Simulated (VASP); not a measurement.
Set up this calculation in VASP 6.6.1, as the native input.

- Task: single point
- Functional: r2SCAN
- Potentials or basis: VASP PAW PBE potentials, release 64 (In_d, Sb)
- Cutoff: 520 eV
- k mesh: 11 × 11 × 11
- Occupations: fermi-dirac, width 0.1 eV
- Spin: no spin polarisation
- Dipole correction: no
- Further INCAR settings: ALGO = Normal; EDIFF = 1e-07; NBANDS = 16

Crystal: InSb (zincblende type).

```
CELL_PARAMETERS angstrom
0.00000 2.93763 2.93763
2.93763 0.00000 2.93763
2.93763 2.93763 0.00000
ATOMIC_POSITIONS crystal
In 0.00000 0.00000 0.00000
Sb 0.25000 0.25000 0.25000
```

One way to write it, as run:

POSCAR

```
InSb
1.0
    0.0000000000      2.9376336548      2.9376336548
    2.9376336548      0.0000000000      2.9376336548
    2.9376336548      2.9376336548      0.0000000000
In Sb
1 1
Direct
    0.0000000000      0.0000000000      0.0000000000
    0.2500000000      0.2500000000      0.2500000000
```

INCAR.step1

```
SYSTEM = InSb
  PREC = Accurate
  ENCUT = 520
  ISMEAR = -1
  SIGMA = 0.1
  LREAL = .FALSE.
  LASPH = .TRUE.
  NELM = 80
  NBANDS = 16
  GGA = PE
  ALGO = Normal
  EDIFF = 1E-4
  LWAVE = .TRUE.
  LCHARG = .FALSE.
```

INCAR.step2

```
SYSTEM = InSb
  PREC = Accurate
  ENCUT = 520
  EDIFF = 1E-7
  ISMEAR = -1
  SIGMA = 0.1
  LREAL = .FALSE.
  LASPH = .TRUE.
  NELM = 80
  ALGO = Normal
  ISIF = 2
  LWAVE = .FALSE.
  LCHARG = .FALSE.
  METAGGA = R2SCAN
  LMIXTAU = .TRUE.
  NBANDS = 16
  ISTART = 1
```

KPOINTS

```
regular mesh
0
G
  11 11 11
  0 0 0
```

Potentials or basis: VASP PAW PBE potentials, release 64 (In_d, Sb).

Command:

```console
$ cat potpaw_PBE.64/In_d/POTCAR potpaw_PBE.64/Sb/POTCAR > POTCAR
$ cp INCAR.step1 INCAR
$ mpirun -np 1 vasp_std > vasp.out
$ cp INCAR.step2 INCAR
$ mpirun -np 1 vasp_std > vasp.out
```

Results of the run:

| Property | Result |
| --- | --- |
| Pressure | 31.1 GPa |
| Band gap on the k mesh | 0.86 eV (least direct gap 2.11 eV) |

Caveat: the cell stands under pressure; the PAW data sets were made with another functional, which shifts forces and pressure a little; spin-orbit coupling is left out, which moves the levels of the heavy elements; an odd mesh through Γ misses points on the zone boundary, where band edges can lie.

It took 4.7 min on 1 thread of Intel Xeon 8259CL, with other jobs on the host, peak memory 0.21 GiB.
